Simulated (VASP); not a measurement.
Mg, 1 atom in the cell. Symmetry: I4/mmm, No. 139, tetragonal system. Conventional cell: a = 3.830 Å, b = 3.830 Å, c = 2.966 Å, α = 90.00°, β = 90.00°, γ = 90.00°. Mg (site symmetry 4/mmm) has 14 Mg at 2.97 to 3.83 Å within 3.9 Å.  This cell differs from its parent crystal: volume 21.751 Å^3 an atom, c/a of the conventional cell 0.7743.

| Item | Value |
| --- | --- |
| Program | VASP 6.6.1 |
| Task | single point |
| Functional | PBE |
| Potentials or basis | VASP PAW PBE potentials, release 64 (Mg) |
| Cutoff | 520 eV |
| k mesh | 20 × 20 × 20 |
| Occupations | gaussian, width 0.15 eV |
| Spin | no spin polarisation |
| Dipole correction | no |
| Further INCAR settings | ALGO = Normal; EDIFF = 1e-06; NBANDS = 7 |

Potentials or basis: VASP PAW PBE potentials, release 64 (Mg).

Launch:

```bash
$ cat potpaw_PBE.64/Mg/POTCAR > POTCAR
$ mpirun -np 1 vasp_std > vasp.out
```

Hardware: 1 thread of Intel(R) Xeon(R) 6975P-C (Granite Rapids), on a shared host.

Task: Estimate the wall time of this run.

Result: It took 16 s on 1 thread of Intel(R) Xeon(R) 6975P-C (Granite Rapids), with other jobs on the host, peak memory 0.22 GiB. Counts: scf iterations 9, k points 641.
